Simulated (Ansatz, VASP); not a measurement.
FeO in VASP and in Ansatz

INCAR

```
SYSTEM = FeO
PREC = Accurate ; ENCUT = 520
EDIFF = 1E-8 ; ISMEAR = -1
SIGMA = 0.03 ; LREAL = .FALSE.
LASPH = .TRUE. ; NELM = 150
ALGO = Normal ; ISIF = 2
LWAVE = .FALSE. ; LCHARG = .FALSE.
ISPIN = 2 ; MAGMOM = 3 0
LORBIT = 11 ; LMAXMIX = 4
GGA = PE ; LEFG = .TRUE.
NBANDS = 18
```

File KPOINTS:

```
regular mesh
0
G
  15 15 15
  0 0 0
```

Contents of POSCAR:

```
FeO
1.0
    0.0000000000      2.1554000000      2.1554000000
    2.1554000000      0.0000000000      2.1554000000
    2.1554000000      2.1554000000      0.0000000000
Fe O
1 1
Direct
    0.0000000000      0.0000000000      0.0000000000
    0.5000000000      0.5000000000      0.5000000000
```

Input for Ansatz:

```yaml
crystal:
  lattice:
    - [0.0, 2.1554, 2.1554]
    - [2.1554, 0.0, 2.1554]
    - [2.1554, 2.1554, 0.0]
  atoms:
    - { symbol: Fe, position: [0.0, 0.0, 0.0], spin: 3.0 }
    - { symbol: O, position: [0.5, 0.5, 0.5] }
magnetization:
  spin_polarized: true
kpoints:
  mp_grid: { grid: [15, 15, 15] }
  band_path:
    path:
      - [0.0, 0.0, 0.0]
      - [0.5, 0.0, 0.5]
      - [0.625, 0.25, 0.625]
      - [0.375, 0.375, 0.75]
      - [0.0, 0.0, 0.0]
      - [0.5, 0.5, 0.5]
      - [0.5, 0.25, 0.75]
      - [0.5, 0.0, 0.5]
    npoints: 8
scf:
  occupations: { method: fermi_dirac, width: 0.03 }
hamiltonian:
  xc: pbe
  pseudopotentials: { kind: all_electron, datasets: crystal }
output:
  forces: true
  stress: true
  eigenvalues: true
  efg: { contact_densities: true }
```

Alike in both runs: task electric field gradients; functional PBE; k mesh 15 × 15 × 15; occupations fermi-dirac, width 0.03 eV; collinear spin.

|  | VASP | Ansatz |
| --- | --- | --- |
| version | VASP 6.6.1 | Ansatz 0.2.0 |
| potentials or method | VASP PAW PBE potentials, release 64 (Fe, O), cutoff 520 eV | all-electron PAW with datasets made for the crystal, scalar-relativistic |

Ansatz gave:

```
pressure (GPa)                                                : -0.4
net moment per atom (μB)                                      : 2.00
size of the moment on the site where the two differ most (μB) : 3.46
```

Which values does VASP return?

Pressure (GPa): -0.2; net moment per atom (μB): 2.00; size of the moment on the site where the two differ most (μB): 3.62.

Site moments also hang on the region over which each program counts them. Ansatz ran all-electron here, and VASP with PAW potentials.
